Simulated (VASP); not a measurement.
# Sn (Fd-3m) in VASP: notebook

Runs on Sn. Level: PBE. Tasks: single point, relaxation of cell and atoms.

Program: VASP 6.6.1. These are calculated values, not measurements. Logs are shortened: lines on timing, memory, paths and dates and some standing lists are left out, and cuts for length are marked.

## 1. The cell of the first run

It takes space group Fd-3m (No. 227, cubic). The conventional cell has a = 6.655 Å, b = 6.655 Å, c = 6.655 Å, α = 90.00°, β = 90.00°, γ = 90.00°. Within 3.8 Å of Sn (site symmetry -43m) lie 4 Sn at 2.88 Å.

## 2. Single point, PBE

INCAR reads:

```
SYSTEM = Sn
  PREC = Accurate
  ENCUT = 520
  EDIFF = 1E-7
  ISMEAR = 0
  SIGMA = 0.1
  LREAL = .FALSE.
  LASPH = .TRUE.
  NELM = 100
  ALGO = Fast
  ISIF = 2
  LWAVE = .FALSE.
  LCHARG = .TRUE.
  GGA = PE
  LELF = .TRUE.
  LVHAR = .TRUE.
  NBANDS = 21
```

KPOINTS reads:

```
Automatic mesh
0
G
  12 12 12
  0 0 0
```

POSCAR reads:

```
Sn
1.0
    0.0000000000      3.3273247531      3.3273247531
    3.3273247531      0.0000000000      3.3273247531
    3.3273247531      3.3273247531      0.0000000000
Sn
2
Direct
    0.0000000000      0.0000000000      0.0000000000
    0.2500000000      0.2500000000      0.2500000000
```

Potentials or basis: VASP PAW PBE potentials, release 64 (Sn_d).

Started as:

```bash
$ cat potpaw_PBE.64/Sn_d/POTCAR > POTCAR
$ mpirun -np 1 vasp_std > vasp.out
```

OUTCAR:

```text
SYSTEM = Sn
   PREC = Accurate
   ENCUT = 520
   EDIFF = 1E-7
   ISMEAR = 0
   LREAL = .FALSE.
   LASPH = .TRUE.
   NELM = 100
   ISIF = 2
   GGA = PE

 ion  position               nearest neighbor table
   1  0.000  0.000  0.000-   2 2.88   2 2.88   2 2.88   2 2.88
   2  0.250  0.250  0.250-   1 2.88   1 2.88   1 2.88   1 2.88

  LATTYP: Found a face centered cubic cell.
 ALAT       =     6.6546495062

  Lattice vectors:

 A1 = (   0.0000000000,   3.3273247531,   3.3273247531)
 A2 = (   3.3273247531,   0.0000000000,   3.3273247531)
 A3 = (   3.3273247531,   3.3273247531,   0.0000000000)

Analysis of symmetry for initial positions (statically):
=====================================================================
 Subroutine PRICEL returns:
 Original cell was already a primitive cell.

 Routine SETGRP: Setting up the symmetry group for a
 face centered cubic supercell.

 Subroutine GETGRP returns: Found 48 space group operations
 (whereof 24 operations were pure point group operations)
 out of a pool of 48 trial point group operations.

The static configuration has the point symmetry T_d .
 The point group associated with its full space group is O_h .

Analysis of symmetry for dynamics (positions and initial velocities):
=====================================================================
 Subroutine PRICEL returns:
 Original cell was already a primitive cell.

 Routine SETGRP: Setting up the symmetry group for a
 face centered cubic supercell.

 Subroutine GETGRP returns: Found 48 space group operations
 (whereof 24 operations were pure point group operations)
 out of a pool of 48 trial point group operations.

The dynamic configuration has the point symmetry T_d .
 The point group associated with its full space group is O_h .

 Subroutine INISYM returns: Found 48 space group operations
 (whereof 24 operations are pure point group operations),
 and found     1 'primitive' translations

----------------------------------------------------------------------------------------

                                     Primitive cell

  volume of cell :      73.6742

  direct lattice vectors                    reciprocal lattice vectors
     0.000000000  3.327324753  3.327324753    -0.150270874  0.150270874  0.150270874
     3.327324753  0.000000000  3.327324753     0.150270874 -0.150270874  0.150270874
     3.327324753  3.327324753  0.000000000     0.150270874  0.150270874 -0.150270874

  length of vectors
     4.705547792  4.705547792  4.705547792     0.260276789  0.260276789  0.260276789

  position of ions in fractional coordinates (direct lattice)
[... 79 lines left out ...]
   EDIFF  = 0.1E-06   stopping-criterion for ELM
   LREAL  =      F    real-space projection
   EDIFFG = 0.1E-05   stopping-criterion for IOM
   NSW    =      0    number of steps for IOM
   IBRION =     -1    ionic relax: 0-MD 1-quasi-New 2-CG
   NFREE  =      0    steps in history (QN), initial steepest desc. (CG)
   ISIF   =      2    stress and relaxation
   ISYM   =      2    0-nonsym 1-usesym 2-fastsym
   POTIM  = 0.5000    time-step for ionic-motion
   TEBEG  =    0.0;   TEEND  =   0.0 temperature during run
   PSTRESS=    0.0 pullay stress
   NELECT =      28.0000    total number of electrons
   NUPDOWN=      -1.0000    fix difference up-down
   EMIN   =  10.00;   EMAX   =-10.00  energy-range for DOS
   EFERMI =   0.00;   METHOD = LEGACY
   ISMEAR =     0;   SIGMA  =   0.10  broadening in eV -4-tet -1-fermi 0-gaus
   EFERMI_NEDOS =   21; number of points for ismear=-14 and -15
   IALGO  =     68    algorithm
   IMIX   =      4    mixing-type and parameters
     AMIX     =   0.40;   BMIX     =  1.00
     AMIX_MAG =   1.60;   BMIX_MAG =  1.00
  volume/ion in A,a.u.               =      36.84       248.59
  Fermi-wavevector in a.u.,A,eV,Ry     =   1.185830  2.240893 19.132404  1.406192
  Thomas-Fermi vector in A             =   2.322015
   LORBIT       =      0    0 simple, 1 ext, 2 COOP (PROOUT), +10 PAW based schemes
   GGA     = PE    functional components
   LHFCALC =     F    Hartree Fock is set to
   AEXX    =    0.0000 exact exchange contribution
   IVDW    =     0    specifies the selected vdW correction
   LEPSILON=     F    determine dielectric tensor
   LRPA    =     F    only Hartree local field effects (RPA)
 non-spin polarized calculation
 RMM-DIIS sequential band-by-band and
 Gauss-broadening in eV      SIGMA  =   0.10
  energy-cutoff  :      520.00
  volume of cell :       73.67
 maximum number of plane-waves:      2012
   NGX = 17   NGY = 17   NGZ = 17

 number of electron      28.0000007 magnetization

 Free energy of the ion-electron system (eV)
  ---------------------------------------------------
  ext. energy  EPLUGINS =         0.00000000
  ---------------------------------------------------
  free energy    TOTEN  =        -7.69322536 eV

  energy without entropy =       -7.69192720  energy(sigma->0) =       -7.69257628

 E-fermi :   4.8508     XC(G=0):  -8.5508

 val. band max:        4.8361350317   @ k =   0.0833   0.0000   0.0000
 cond. band min:       4.8962999622   @ k =   0.3333   0.0000   0.0000
 fundamental gap:      0.0601649305
 Fermi energy:         4.8508087677

 k-point     1 :       0.0000    0.0000    0.0000
  band No.  band energies     occupation
      1     -16.6780      2.00000
      2     -16.6780      2.00000
      3     -16.6780      2.00000
      4     -16.6281      2.00000
      5     -16.6281      2.00000
      6     -16.3757      2.00000
[... 565 lines left out ...]
     20      12.5501      0.00000
     21      12.7568      0.00000

 [... further k-points ...]

------------------------ aborting loop because EDIFF is reached ----------------------------------------

  FORCE on cell =-STRESS in cart. coord.  units (eV):
  Direction    XX          YY          ZZ          XY          YZ          ZX
  --------------------------------------------------------------------------------------
  -------------------------------------------------------------------------------------
  Total       -0.0174775     -0.0174775     -0.0174775      0.0000000      0.0000000     -0.0000000
  in kB       -0.3800793     -0.3800793     -0.3800793      0.0000000      0.0000000     -0.0000000
  external PRESSURE =      -0.3800793 kB  Pullay stress =       0.0000000 kB

 VOLUME and BASIS-vectors are now :
 -----------------------------------------------------------------------------
  energy-cutoff  :      520.00
  volume of cell :       73.67
      direct lattice vectors                 reciprocal lattice vectors
     0.000000000  3.327324753  3.327324753    -0.150270874  0.150270874  0.150270874
     3.327324753  0.000000000  3.327324753     0.150270874 -0.150270874  0.150270874
     3.327324753  3.327324753  0.000000000     0.150270874  0.150270874 -0.150270874

 POSITION                                       TOTAL-FORCE (eV/Angst)
 -----------------------------------------------------------------------------------
      0.00000      0.00000      0.00000         0.000000     -0.000000      0.000000
      1.66366      1.66366      1.66366        -0.000000      0.000000     -0.000000
 -----------------------------------------------------------------------------------
    total drift:                                0.000000      0.000000      0.000000

  FREE ENERGIE OF THE ION-ELECTRON SYSTEM (eV)
  ---------------------------------------------------
  free  energy   TOTEN  =        -7.6932253598 eV

  energy  without entropy=       -7.6919271960  energy(sigma->0) =       -7.69257628
```

Wall time 47 s (1 thread of Intel Xeon 6975P-C (Granite Rapids), shared host); peak memory 0.25 GiB.

What came out:

```
Free energy            : -7.6932 eV
Pressure               : 0.0 GPa
Band gap on the k mesh : zero (band 14 reaches 4.96 eV, above the bottom of band 15 at 4.73 eV)
```

Caveat: spin-orbit coupling is left out, which moves the levels of the heavy elements.

## 3. Relaxation of cell and atoms, PBE

INCAR reads:

```
SYSTEM = Sn
PREC = Accurate ; ENCUT = 600
EDIFF = 1E-7 ; ISMEAR = 0
SIGMA = 0.1 ; LREAL = .FALSE.
LASPH = .TRUE. ; NELM = 100
ALGO = Fast ; ISIF = 3
LWAVE = .FALSE. ; LCHARG = .FALSE.
GGA = PE ; IBRION = 2
NSW = 100 ; EDIFFG = -0.005
```

KPOINTS is that of step 2.

POSCAR is that of step 2.

Potentials or basis: VASP PAW PBE potentials, release 64 (Sn_d).

Started as:

```bash
$ cat potpaw_PBE.64/Sn_d/POTCAR > POTCAR
$ mpirun -np 1 vasp_std > vasp.out
```

OUTCAR:

```text
SYSTEM = Sn
   PREC = Accurate
   ENCUT = 600
   EDIFF = 1E-7
   ISMEAR = 0
   LREAL = .FALSE.
   LASPH = .TRUE.
   NELM = 100
   ISIF = 3
   GGA = PE
   IBRION = 2
   NSW = 100
   EDIFFG = -0.005

 ion  position               nearest neighbor table
   1  0.000  0.000  0.000-   2 2.88   2 2.88   2 2.88   2 2.88
   2  0.250  0.250  0.250-   1 2.88   1 2.88   1 2.88   1 2.88

  LATTYP: Found a face centered cubic cell.
 ALAT       =     6.6546495062

  Lattice vectors:

 A1 = (   0.0000000000,   3.3273247531,   3.3273247531)
 A2 = (   3.3273247531,   0.0000000000,   3.3273247531)
 A3 = (   3.3273247531,   3.3273247531,   0.0000000000)

Analysis of symmetry for initial positions (statically):
=====================================================================
 Subroutine PRICEL returns:
 Original cell was already a primitive cell.

 Routine SETGRP: Setting up the symmetry group for a
 face centered cubic supercell.

 Subroutine GETGRP returns: Found 48 space group operations
 (whereof 24 operations were pure point group operations)
 out of a pool of 48 trial point group operations.

The static configuration has the point symmetry T_d .
 The point group associated with its full space group is O_h .

Analysis of symmetry for dynamics (positions and initial velocities):
=====================================================================
 Subroutine PRICEL returns:
 Original cell was already a primitive cell.

 Routine SETGRP: Setting up the symmetry group for a
 face centered cubic supercell.

 Subroutine GETGRP returns: Found 48 space group operations
 (whereof 24 operations were pure point group operations)
 out of a pool of 48 trial point group operations.

The dynamic configuration has the point symmetry T_d .
 The point group associated with its full space group is O_h .

 Subroutine INISYM returns: Found 48 space group operations
[... 116 lines left out ...]
     AMIX     =   0.40;   BMIX     =  1.00
     AMIX_MAG =   1.60;   BMIX_MAG =  1.00
  volume/ion in A,a.u.               =      36.84       248.59
  Fermi-wavevector in a.u.,A,eV,Ry     =   1.185830  2.240893 19.132404  1.406192
  Thomas-Fermi vector in A             =   2.322015
   LORBIT       =      0    0 simple, 1 ext, 2 COOP (PROOUT), +10 PAW based schemes
   GGA     = PE    functional components
   LHFCALC =     F    Hartree Fock is set to
   AEXX    =    0.0000 exact exchange contribution
   IVDW    =     0    specifies the selected vdW correction
   LEPSILON=     F    determine dielectric tensor
   LRPA    =     F    only Hartree local field effects (RPA)
 conjugate gradient relaxation of ions
 non-spin polarized calculation
 RMM-DIIS sequential band-by-band and
 Gauss-broadening in eV      SIGMA  =   0.10
  energy-cutoff  :      600.00
  volume of cell :       73.67
 maximum number of plane-waves:      2485
 NGX is ok and might be reduce to    40
   NGX = 19   NGY = 19   NGZ = 19

 number of electron      27.9999997 magnetization

 Free energy of the ion-electron system (eV)
  ---------------------------------------------------
  ext. energy  EPLUGINS =         0.00000000
  ---------------------------------------------------
  free energy    TOTEN  =        -7.69327918 eV

  energy without entropy =       -7.69198100  energy(sigma->0) =       -7.69263009

 E-fermi :   4.8507     XC(G=0):  -8.5508

 val. band max:        4.8360734509   @ k =   0.0833   0.0000   0.0000
 cond. band min:       4.8961484158   @ k =   0.3333   0.0000   0.0000
 fundamental gap:      0.0600749649
 Fermi energy:         4.8507201197

 k-point     1 :       0.0000    0.0000    0.0000
  band No.  band energies     occupation
      1     -16.6781      2.00000
      2     -16.6781      2.00000
      3     -16.6781      2.00000
      4     -16.6282      2.00000
      5     -16.6282      2.00000
      6     -16.3758      2.00000
[... 481 lines left out ...]
      5     -16.5579      2.00000
      6     -16.4514      2.00000
[... 10 lines left out ...]
     17       8.7474      0.00000
     18      10.6875      0.00000

 [... further k-points ...]

------------------------ aborting loop because EDIFF is reached ----------------------------------------

  FORCE on cell =-STRESS in cart. coord.  units (eV):
  Direction    XX          YY          ZZ          XY          YZ          ZX
  --------------------------------------------------------------------------------------
  -------------------------------------------------------------------------------------
  Total       -0.0040987     -0.0040987     -0.0040987      0.0000000      0.0000000      0.0000000
  in kB       -0.0891332     -0.0891332     -0.0891332      0.0000000      0.0000000      0.0000000
  external PRESSURE =      -0.0891332 kB  Pullay stress =       0.0000000 kB

 VOLUME and BASIS-vectors are now :
 -----------------------------------------------------------------------------
  energy-cutoff  :      600.00
  volume of cell :       73.67
      direct lattice vectors                 reciprocal lattice vectors
     0.000000000  3.327324753  3.327324753    -0.150270874  0.150270874  0.150270874
     3.327324753  0.000000000  3.327324753     0.150270874 -0.150270874  0.150270874
     3.327324753  3.327324753  0.000000000     0.150270874  0.150270874 -0.150270874

 POSITION                                       TOTAL-FORCE (eV/Angst)
 -----------------------------------------------------------------------------------
      0.00000      0.00000      0.00000        -0.000000     -0.000000     -0.000000
      1.66366      1.66366      1.66366         0.000000      0.000000      0.000000
 -----------------------------------------------------------------------------------
    total drift:                               -0.000000     -0.000000      0.000000

  FREE ENERGIE OF THE ION-ELECTRON SYSTEM (eV)
  ---------------------------------------------------
  free  energy   TOTEN  =        -7.6932791761 eV

  energy  without entropy=       -7.6919809982  energy(sigma->0) =       -7.69263009

 reached required accuracy - stopping structural energy minimisation
```

Wall time 50 s (1 thread of Intel Xeon 6975P-C (Granite Rapids), shared host); peak memory 0.29 GiB.

What came out:

- Free energy: -7.6933 eV
- Pressure after relaxing: 0.0 GPa
- Band gap on the k mesh: zero (band 14 reaches 4.96 eV, above the bottom of band 15 at 4.73 eV)

Final structure:
```
Sn
1.0
     0.00000    3.32732    3.32732
     3.32732    0.00000    3.32732
     3.32732    3.32732    0.00000
Sn
2
Cartesian
  0.0000 0.0000 0.0000
  1.6637 1.6637 1.6637
```

Caveat: the relaxation stopped at its first step, so nothing moved; spin-orbit coupling is left out, which moves the levels of the heavy elements.

(Part 1 of 2 ends here.)
